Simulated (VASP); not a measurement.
Runs of VASP 6.6.1 on GaSb. The structure is that of space group F-43m (No. 216), or close to it. The cells are those of the table. 

```tsv
task	cell	cutoff (eV)	gap on the mesh (eV)	pressure (GPa)
single point	a = 4.144 Å, angles 60.0, 60.0, 90.0°, 2 atoms	520	0.94	(a)
relaxation of cell and atoms	relaxed to 4 GPa from a = 4.336 Å, angles 60.0, 60.0, 90.0°, 2 atoms	600	0.82	4.0
single point	a = 4.286 Å, angles 60.0, 60.0, 90.0°, 2 atoms	520	0.66	(b)
single point	a = 4.396 Å, angles 60.0, 60.0, 90.0°, 2 atoms	520	0.09	-2.0
relaxation of cell and atoms	relaxed to -2 GPa from a = 4.336 Å, angles 60.0, 60.0, 90.0°, 2 atoms	600	0.09	-2.0
relaxation of cell and atoms	relaxed to 7 GPa from a = 4.336 Å, angles 60.0, 60.0, 90.0°, 2 atoms	600	0.91	7.0
single point	a = 4.080 Å, angles 60.0, 60.0, 90.0°, 2 atoms	520	0.85	(c)
single point	a = 4.244 Å, angles 60.0, 60.0, 90.0°, 2 atoms	520	0.82	4.1
```

Alike in all rows: level r2SCAN; potentials or basis VASP PAW PBE potentials, release 64 (Ga_d, Sb); no spin polarisation; k mesh 6 × 6 × 6; smearing gaussian 0.01 eV.

Question: Estimate the missing entries.

Answer: (a) 10.1; (b) 2.1; (c) 15.2.

Caveats: the PAW data sets were made with another functional, which shifts forces and pressure a little; spin-orbit coupling is left out, which moves the levels of the heavy elements; the cell is relaxed towards a set pressure, so the enthalpy falls and the energy may rise (some runs).

A k mesh can miss the band edges, and the runs leave out spin-orbit coupling on Ga, Sb.
